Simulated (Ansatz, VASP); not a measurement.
**AlGa3N4 in VASP and in Ansatz**

Contents of INCAR:

```
ALGO = Normal ; EDIFF = 1E-6
ENCUT = 520 ; GGA = PS
ISIF = 2 ; ISMEAR = 0
LASPH = True ; LCHARG = False
LREAL = False ; LWAVE = False
NBANDS = 41 ; NELM = 80
PREC = Accurate ; SIGMA = 0.05
```

KPOINTS

```
k-points
0
Gamma
  6 6 6
```

The input POSCAR:

```
AlGa3N4
1.0
    4.4676279409      0.0000000000      0.0000000000
    0.0000000000      4.4676279409      0.0000000000
    0.0000000000      0.0000000000      4.4676279409
Al Ga N
1 3 4
Direct
    0.0000000000      0.0000000000      0.0000000000
    0.5000000000      0.5000000000      0.0000000000
    0.5000000000      0.0000000000      0.5000000000
    0.0000000000      0.5000000000      0.5000000000
    0.7841076051      0.7841076051      0.2158923949
    0.7841076051      0.2158923949      0.7841076051
    0.2158923949      0.7841076051      0.7841076051
    0.2158923949      0.2158923949      0.2158923949
```

Input for Ansatz:

```yaml
crystal:
  lattice:
    - [4.4676279409, 0.0, 0.0]
    - [0.0, 4.4676279409, 0.0]
    - [0.0, 0.0, 4.4676279409]
  atoms:
    - { symbol: Al, position: [0.0, 0.0, 0.0] }
    - { symbol: Ga, position: [0.5, 0.5, 0.0] }
    - { symbol: Ga, position: [0.5, 0.0, 0.5] }
    - { symbol: Ga, position: [0.0, 0.5, 0.5] }
    - { symbol: "N", position: [0.7841076051, 0.7841076051, 0.2158923949] }
    - { symbol: "N", position: [0.7841076051, 0.2158923949, 0.7841076051] }
    - { symbol: "N", position: [0.2158923949, 0.7841076051, 0.7841076051] }
    - { symbol: "N", position: [0.2158923949, 0.2158923949, 0.2158923949] }
basis:
  ecutwfc: 420
kpoints:
  mp_grid: { grid: [6, 6, 6] }
hamiltonian:
  xc: pbesol
scf:
  occupations: { method: gaussian, width: 0.05 }
output:
  forces: true
  stress: true
  eigenvalues: true
```

Change from the starting cell: mode 24 (691.5 1/cm) frozen in, largest displacement -0.225 Å.

Alike in both runs: task single point; functional PBEsol; k mesh 6 × 6 × 6; occupations gaussian, width 0.05 eV; no spin polarisation.

```csv
,VASP,Ansatz
version,VASP 6.6.1,Ansatz 0.2.0
potentials or method,"VASP PAW PBE potentials, release 64 (Al, Ga_d, N), cutoff 520 eV","scalar-relativistic, plane waves, PAW"
valence electrons in the cell,62,62
```

|  | VASP | Ansatz | Ansatz less VASP |
| --- | --- | --- | --- |
| gap on the k mesh at the Fermi level (eV) | 1.88 | 1.87 | -0.015 |
| least direct gap on the mesh (eV) | 2.42 | 2.40 | -0.017 |
| pressure (GPa) | 9.7 | 9.4 | -0.32 |
| rms of the force components (eV/Å) | 3.250 | 3.216 | -0.0343 |

VASP's potentials were made for PBE, not for PBEsol. Atom by atom the forces differ by 0.034 eV/Å (rms over components). With one functional, cell and mesh, what is left measures potentials, basis and numerics.
